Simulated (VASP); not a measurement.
NaInSe:

```
CELL_PARAMETERS angstrom
4.16027 0.00000 0.00000
-2.08013 3.60290 0.00000
0.00000 0.00000 5.28774
ATOMIC_POSITIONS crystal
Na 0.00000 0.00000 0.50000
In 0.00000 0.00000 0.00000
Se 0.66667 0.33333 0.00000
```

The cell was built from a structure type or drawn by symmetry, and may not be a known phase.

| Quantity | Value |
| --- | --- |
| Program | VASP 6.6.1 |
| Task | relaxation of cell and atoms |
| Functional | PBE |
| Potentials or basis | VASP PAW PBE potentials, release 64 (Na_pv, In_d, Se) |
| Cutoff | 600 eV |
| k mesh | 6 × 6 × 4 |
| Occupations | gaussian, width 0.1 eV |
| Spin | no spin polarisation |

At the start: pressure 21.0 GPa; volume 26.42 Å³/atom.

Q: How do energy, volume and symmetry change on relaxing?

A: Over 5 steps the energy falls by 705.8 meV/atom and the volume is 42.73 Å³/atom (+61.7 %); space group P-6m2 (No. 187, to 0.1 Å) before and after.

The path:
```
step  energy change (eV)  largest force (eV/Å)  pressure (GPa)  volume (Å³)
   1              0.0000                0.0000           21.05        79.26
   2             -2.1020                0.0000            0.19       125.91
   3             -2.1021                0.0000            0.15       126.34
   4             -2.1139                0.0000            0.05       127.31
   5             -2.1173                0.0000           -0.01       128.19
```

Final structure:
```cif
data_structure
_symmetry_space_group_name_H-M 'P 1'
_symmetry_Int_Tables_number 1
_cell_length_a 4.9379
_cell_length_b 4.9379
_cell_length_c 6.0708
_cell_angle_alpha 90.000
_cell_angle_beta 90.000
_cell_angle_gamma 120.000
_cell_volume 128.19
loop_
_atom_site_label
_atom_site_type_symbol
_atom_site_fract_x
_atom_site_fract_y
_atom_site_fract_z
_atom_site_occupancy
Na1 Na 0.00000 0.00000 0.50000 1
In1 In 0.00000 0.00000 0.00000 1
Se1 Se 0.66667 0.33333 0.00000 1
```

Caveat: the volume moved by over 15 % at a fixed basis, so the end points are rough.
